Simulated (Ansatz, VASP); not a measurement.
SrO: VASP beside Ansatz

```
Sr O
1.0
     0.00000    2.54820    2.54820
     2.54820    0.00000    2.54820
     2.54820    2.54820    0.00000
Sr O
1 1
Direct
  0.00000 0.00000 0.00000
  0.50000 0.50000 0.50000
```

Change from the starting cell: volume scaled by 0.975, PAW files.

Alike in both runs: task electric field gradients; functional PBE; k mesh 8 × 8 × 8; occupations fermi-dirac, width 0.02 eV; no spin polarisation.

|  | VASP | Ansatz |
| --- | --- | --- |
| version | VASP 6.6.1 | Ansatz 0.2.0 |
| potentials or method | VASP PAW PBE potentials, release 64 (Sr_sv, O) | PAW with Ansatz's default frozen-core files, scalar-relativistic |
| plane-wave cutoff (eV) | 520 | 420 |
| valence electrons in the cell | 16 | 16 |

VASP gave:

```
gap on the k mesh at the Fermi level (eV) : 3.25
pressure (GPa)                            : 6.2
```

**Question.** What did Ansatz give for the same quantities?

**Answer.** gap on the k mesh at the Fermi level (eV): 3.30; pressure (GPa): 5.5.
